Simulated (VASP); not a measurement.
# Lu4SiF (P-3m1) in VASP: a series of runs

Runs on Lu4SiF. Level: PBE. Tasks: single point.

Everything below comes from runs of VASP 6.6.1. Logs are shortened: lines on timing, memory, paths and dates and some standing lists are left out, and cuts for length are marked.

## 1. The cell of the first run

The structure is trigonal, space group P-3m1 (No. 164). The conventional cell has a = 3.607 Å, b = 3.607 Å, c = 12.152 Å, α = 90.00°, β = 90.00°, γ = 120.00°. Within 3.7 Å of Lu (site symmetry 3m) lie 3 Si at 2.84 Å and 9 Lu at 3.43 to 3.61 Å. Lu (site symmetry 3m) has 3 F at 2.52 Å within 3.3 Å. Si (site symmetry -3m) has 6 Lu at 2.84 Å and 6 Si at 3.61 Å within 3.7 Å. F (site symmetry -3m) has 6 Lu at 2.52 Å within 3.3 Å.

The cell was generated, and may not be a known phase.

## 2. Single point, PBE

INCAR reads:

```
SYSTEM = Lu4SiF
ALGO = Normal
EDIFF = 1E-6
ENCUT = 520
GGA = PE
ISIF = 2
ISMEAR = 0
LASPH = .TRUE.
LCHARG = .TRUE.
LELF = .TRUE.
LREAL = .FALSE.
LVHAR = .TRUE.
LWAVE = .FALSE.
NBANDS = 64
NELM = 100
PREC = Accurate
SIGMA = 0.1
```

KPOINTS reads:

```
k-points
0
G
  6 6 2
  0 0 0
```

POSCAR reads:

```
Lu4SiF
1.0
    3.6073220033      0.0000000000      0.0000000000
   -1.8036610017      3.1240324945      0.0000000000
    0.0000000000      0.0000000000     12.1523415352
Lu Si F
4 1 1
Direct
    0.6666666667      0.3333333333      0.6584301409
    0.6666666667      0.3333333333      0.1169628217
    0.3333333333      0.6666666667      0.8830371783
    0.3333333333      0.6666666667      0.3415698591
    0.0000000000      0.0000000000      0.5000000000
    0.0000000000      0.0000000000      0.0000000000
```

Potentials or basis: VASP PAW PBE potentials, release 64 (Lu, Si, F).

Command:

```sh
$ cat potpaw_PBE.64/Lu/POTCAR potpaw_PBE.64/Si/POTCAR potpaw_PBE.64/F/POTCAR > POTCAR
$ mpirun -np 1 vasp_std > vasp.out
```

OUTCAR:

```text
SYSTEM = Lu4SiF
   EDIFF = 1E-6
   ENCUT = 520
   GGA = PE
   ISIF = 2
   ISMEAR = 0
   LASPH = .TRUE.
   LREAL = .FALSE.
   NELM = 100
   PREC = Accurate

 ion  position               nearest neighbor table
   1  0.667  0.333  0.658-   5 2.84   5 2.84   5 2.84   3 3.43   3 3.43   3 3.43
   2  0.667  0.333  0.117-   6 2.52   6 2.52   6 2.52   4 3.43   4 3.43   4 3.43   3 3.52   3 3.52
                             3 3.52
   3  0.333  0.667  0.883-   6 2.52   6 2.52   6 2.52   1 3.43   1 3.43   1 3.43   2 3.52   2 3.52
                             2 3.52
   4  0.333  0.667  0.342-   5 2.84   5 2.84   5 2.84   2 3.43   2 3.43   2 3.43
   5  0.000  0.000  0.500-   1 2.84   4 2.84   1 2.84   4 2.84   1 2.84   4 2.84
   6  0.000  0.000  0.000-   2 2.52   3 2.52   2 2.52   3 2.52   2 2.52   3 2.52

  LATTYP: Found a hexagonal cell.
 ALAT       =     3.6073220033
 C/A-ratio  =     3.3687986612

  Lattice vectors:

 A1 = (   3.6073220033,   0.0000000000,   0.0000000000)
 A2 = (  -1.8036610017,   3.1240324945,   0.0000000000)
 A3 = (   0.0000000000,   0.0000000000,  12.1523415352)

Analysis of symmetry for initial positions (statically):
=====================================================================
 Subroutine PRICEL returns:
 Original cell was already a primitive cell.

 Routine SETGRP: Setting up the symmetry group for a
 hexagonal supercell.

 Subroutine GETGRP returns: Found 12 space group operations
 (whereof 12 operations were pure point group operations)
 out of a pool of 24 trial point group operations.

The static configuration has the point symmetry D_3d.

Analysis of symmetry for dynamics (positions and initial velocities):
=====================================================================
 Subroutine PRICEL returns:
 Original cell was already a primitive cell.

 Routine SETGRP: Setting up the symmetry group for a
 hexagonal supercell.

 Subroutine GETGRP returns: Found 12 space group operations
 (whereof 12 operations were pure point group operations)
 out of a pool of 24 trial point group operations.

The dynamic configuration has the point symmetry D_3d.

 Subroutine INISYM returns: Found 12 space group operations
 (whereof 12 operations are pure point group operations),
 and found     1 'primitive' translations

----------------------------------------------------------------------------------------

                                     Primitive cell

  volume of cell :     136.9495

  direct lattice vectors                    reciprocal lattice vectors
     3.607322003  0.000000000  0.000000000     0.277213955  0.160049552  0.000000000
    -1.803661002  3.124032495  0.000000000     0.000000000  0.320099103  0.000000000
     0.000000000  0.000000000 12.152341535     0.000000000  0.000000000  0.082288668

  length of vectors
     3.607322003  3.607322003 12.152341535     0.320099103  0.320099103  0.082288668

  position of ions in fractional coordinates (direct lattice)
     0.666666667  0.333333333  0.658430141
     0.666666667  0.333333333  0.116962822
     0.333333333  0.666666667  0.883037178
     0.333333333  0.666666667  0.341569859
     0.000000000  0.000000000  0.500000000
     0.000000000  0.000000000  0.000000000

  ion indices of the primitive-cell ions
   primitive index   ion index
                 1           1
                 2           2
                 3           3
                 4           4
                 5           5
                 6           6

----------------------------------------------------------------------------------------

 KPOINTS: k-points

Automatic generation of k-mesh.
 Grid dimensions read from file:
 generate k-points for:    6    6    2

 Generating k-lattice:

  Cartesian coordinates                     Fractional coordinates (reciprocal lattice)
     0.046202326  0.026674925  0.000000000     0.166666667 -0.000000000  0.000000000
     0.000000000  0.053349851  0.000000000     0.000000000  0.166666667  0.000000000
     0.000000000  0.000000000  0.041144334     0.000000000  0.000000000  0.500000000

  Length of vectors
     0.053349851  0.053349851  0.041144334

  Shift w.r.t. Gamma in fractional coordinates (k-lattice)
     0.000000000  0.000000000  0.000000000

 Subroutine IBZKPT returns following result:
 ===========================================

 Found     14 irreducible k-points:

 Following reciprocal coordinates:
            Coordinates               Weight
  0.000000  0.000000  0.000000      1.000000
  0.166667 -0.000000  0.000000      6.000000
  0.333333 -0.000000  0.000000      6.000000
  0.500000  0.000000  0.000000      3.000000
  0.166667  0.166667  0.000000      6.000000
  0.333333  0.166667  0.000000     12.000000
  0.333333  0.333333  0.000000      2.000000
  0.000000  0.000000  0.500000      1.000000
  0.166667 -0.000000  0.500000      6.000000
  0.333333 -0.000000  0.500000      6.000000
  0.500000  0.000000  0.500000      3.000000
  0.166667  0.166667  0.500000      6.000000
  0.333333  0.166667  0.500000     12.000000
  0.333333  0.333333  0.500000      2.000000
   k-points           NKPTS =     14   k-points in BZ     NKDIM =     14   number of bands    NBANDS=     64
   number of dos      NEDOS =    301   number of ions     NIONS =      6
   total plane-waves  NPLWV =  70560
   dimension x,y,z NGX =    28 NGY =   28 NGZ =   90
   dimension x,y,z NGXF=    56 NGYF=   56 NGZF=  180
   ions per type =               4   1   1
   NGX,Y,Z   is equivalent  to a cutoff of  12.90, 12.90, 12.31 a.u.
   NGXF,Y,Z  is equivalent  to a cutoff of  25.81, 25.81, 24.62 a.u.
 SYSTEM =  Lu4SiF
   PREC   = accura    normal or accurate (medium, high low for compatibility)
   ISTART =      0    job   : 0-new  1-cont  2-samecut
   ICHARG =      2    charge: 1-file 2-atom 10-const
   ISPIN  =      1    spin polarized calculation?
   LNONCOLLINEAR =      F non collinear calculations
   LSORBIT =      F    spin-orbit coupling
   LASPH  =      T    aspherical Exc in radial PAW
   ENCUT  =  520.0 eV  38.22 Ry    6.18 a.u.   6.71  6.71 22.60*2*pi/ulx,y,z
   NELM   =    100;   NELMIN=  2; NELMDL= -5     # of ELM steps
   EDIFF  = 0.1E-05   stopping-criterion for ELM
   LREAL  =      F    real-space projection
   EDIFFG = 0.1E-04   stopping-criterion for IOM
   NSW    =      0    number of steps for IOM
   IBRION =     -1    ionic relax: 0-MD 1-quasi-New 2-CG
   NFREE  =      0    steps in history (QN), initial steepest desc. (CG)
   ISIF   =      2    stress and relaxation
   ISYM   =      2    0-nonsym 1-usesym 2-fastsym
   POTIM  = 0.5000    time-step for ionic-motion
   TEBEG  =    0.0;   TEEND  =   0.0 temperature during run
   PSTRESS=    0.0 pullay stress
   NELECT =     111.0000    total number of electrons
   NUPDOWN=      -1.0000    fix difference up-down
   EMIN   =  10.00;   EMAX   =-10.00  energy-range for DOS
   EFERMI =   0.00;   METHOD = LEGACY
   ISMEAR =     0;   SIGMA  =   0.10  broadening in eV -4-tet -1-fermi 0-gaus
   EFERMI_NEDOS =   21; number of points for ismear=-14 and -15
   IALGO  =     38    algorithm
   IMIX   =      4    mixing-type and parameters
     AMIX     =   0.40;   BMIX     =  1.00
     AMIX_MAG =   1.60;   BMIX_MAG =  1.00
  volume/ion in A,a.u.               =      22.82       154.03
  Fermi-wavevector in a.u.,A,eV,Ry     =   1.526379  2.884438 31.699296  2.329833
  Thomas-Fermi vector in A             =   2.634420
   LORBIT       =      0    0 simple, 1 ext, 2 COOP (PROOUT), +10 PAW based schemes
   GGA     = PE    functional components
   LHFCALC =     F    Hartree Fock is set to
   AEXX    =    0.0000 exact exchange contribution
   IVDW    =     0    specifies the selected vdW correction
   LEPSILON=     F    determine dielectric tensor
   LRPA    =     F    only Hartree local field effects (RPA)
 non-spin polarized calculation
 Gauss-broadening in eV      SIGMA  =   0.10
  energy-cutoff  :      520.00
  volume of cell :      136.95
 maximum number of plane-waves:      3717
 NGX is ok and might be reduce to    28
   NGX = 13   NGY = 13   NGZ = 45

 number of electron     111.0000001 magnetization

 Free energy of the ion-electron system (eV)
  ---------------------------------------------------
  ext. energy  EPLUGINS =         0.00000000
  ---------------------------------------------------
  free energy    TOTEN  =       -30.15622577 eV

  energy without entropy =      -30.13315306  energy(sigma->0) =      -30.14468942

 E-fermi :   3.2886     XC(G=0): -10.7990

 val. band max:        3.2841411284   @ k =   0.5000   0.0000   0.5000
 cond. band min:       3.3385033984   @ k =   0.3333  -0.0000   0.5000
 fundamental gap:      0.0543622700
 Fermi energy:         3.2885734987

 k-point     1 :       0.0000    0.0000    0.0000
  band No.  band energies     occupation
      1     -53.3995      2.00000
      2     -53.3871      2.00000
      3     -52.7689      2.00000
      4     -52.7684      2.00000
      5     -24.6283      2.00000
      6     -24.0602      2.00000
[... 56 lines left out ...]
     63       5.8891      0.00000
     64       5.8895      0.00000

 k-point     2 :       0.1667   -0.0000    0.0000
  band No.  band energies     occupation
      1     -53.3960      2.00000
      2     -53.3851      2.00000
      3     -52.7662      2.00000
      4     -52.7658      2.00000
      5     -24.5985      2.00000
      6     -24.0743      2.00000
[... 56 lines left out ...]
     63       5.7978      0.00000
     64       5.8935      0.00000

 k-point     3 :       0.3333   -0.0000    0.0000
  band No.  band energies     occupation
      1     -53.3886      2.00000
      2     -53.3816      2.00000
      3     -52.7608      2.00000
      4     -52.7605      2.00000
      5     -24.5747      2.00000
      6     -24.1773      2.00000
[... 726 lines left out ...]
     63       6.0954      0.00000
     64       6.6597      0.00000

 k-point    14 :       0.3333    0.3333    0.5000
  band No.  band energies     occupation
      1     -53.3810      2.00000
      2     -53.3810      2.00000
      3     -52.7566      2.00000
      4     -52.7566      2.00000
      5     -24.5307      2.00000
      6     -24.1724      2.00000
[... 56 lines left out ...]
     63       6.2130      0.00000
     64       6.6051      0.00000

------------------------ aborting loop because EDIFF is reached ----------------------------------------

  FORCE on cell =-STRESS in cart. coord.  units (eV):
  Direction    XX          YY          ZZ          XY          YZ          ZX
  --------------------------------------------------------------------------------------
  -------------------------------------------------------------------------------------
  Total        0.2929398      0.2929398      0.1922984     -0.0000000      0.0000000     -0.0000000
  in kB        3.4271144      3.4271144      2.2497066     -0.0000000      0.0000000     -0.0000000
  external PRESSURE =       3.0346451 kB  Pullay stress =       0.0000000 kB

 VOLUME and BASIS-vectors are now :
 -----------------------------------------------------------------------------
  energy-cutoff  :      520.00
  volume of cell :      136.95
      direct lattice vectors                 reciprocal lattice vectors
     3.607322003  0.000000000  0.000000000     0.277213955  0.160049552  0.000000000
    -1.803661002  3.124032495  0.000000000     0.000000000  0.320099103  0.000000000
     0.000000000  0.000000000 12.152341535     0.000000000  0.000000000  0.082288668

 POSITION                                       TOTAL-FORCE (eV/Angst)
 -----------------------------------------------------------------------------------
      1.80366      1.04134      8.00147         0.000000     -0.000000      0.017416
      1.80366      1.04134      1.42137         0.000000      0.000000      0.026414
     -0.00000      2.08269     10.73097        -0.000000     -0.000000     -0.026414
     -0.00000      2.08269      4.15087        -0.000000      0.000000     -0.017416
      0.00000      0.00000      6.07617        -0.000000      0.000000      0.000000
      0.00000      0.00000      0.00000        -0.000000      0.000000      0.000000
 -----------------------------------------------------------------------------------
    total drift:                               -0.000000      0.000000      0.000000

  FREE ENERGIE OF THE ION-ELECTRON SYSTEM (eV)
  ---------------------------------------------------
  free  energy   TOTEN  =       -30.1562257684 eV

  energy  without entropy=      -30.1331530641  energy(sigma->0) =      -30.14468942
```

It took 1.8 min on 1 thread of AMD EPYC 9R45 (Zen 5), shared host; peak memory 0.27 GiB.

What came out:

| Quantity | Value |
| --- | --- |
| Free energy | -30.1562 eV |
| Pressure | 0.3 GPa |
| Largest force | 0.026 eV/Å |
| Band gap on the k mesh | zero (an odd number of electrons rules out a gap without spin polarisation) |

Forces on the atoms (eV/Å):
```
Lu   0.000  0.000  0.017
Lu   0.000  0.000  0.026
Lu   0.000  0.000 -0.026
Lu   0.000  0.000 -0.017
Si   0.000  0.000  0.000
F    0.000  0.000  0.000
```

Levels at points of the mesh, in eV from the Fermi level:
```
           k point  band 51  band 52  band 53  band 54  band 55  band 56  band 57  band 58  band 59  band 60
(0.00, 0.00, 0.00)    -4.26    -2.00    -1.56     0.86     0.87     0.87     1.12     1.68     1.68     2.05
(0.50, 0.00, 0.00)    -2.19    -1.42    -1.18    -1.08    -0.51    -0.17     0.11     0.35     0.98     2.22
(0.00, 0.00, 0.50)    -3.30    -3.16    -1.12     0.85     0.85     1.10     1.24     1.65     1.83     1.83
(0.50, 0.00, 0.50)    -2.19    -1.34    -1.19    -1.09    -0.47    -0.14     0.00     0.11     1.60     1.77
```

Caveat: spin-orbit coupling is left out, which moves the levels of the heavy elements.

(Part 1 of 2 ends here.)

The gap in the log of VASP goes by the Fermi energy; the results here count the filled bands.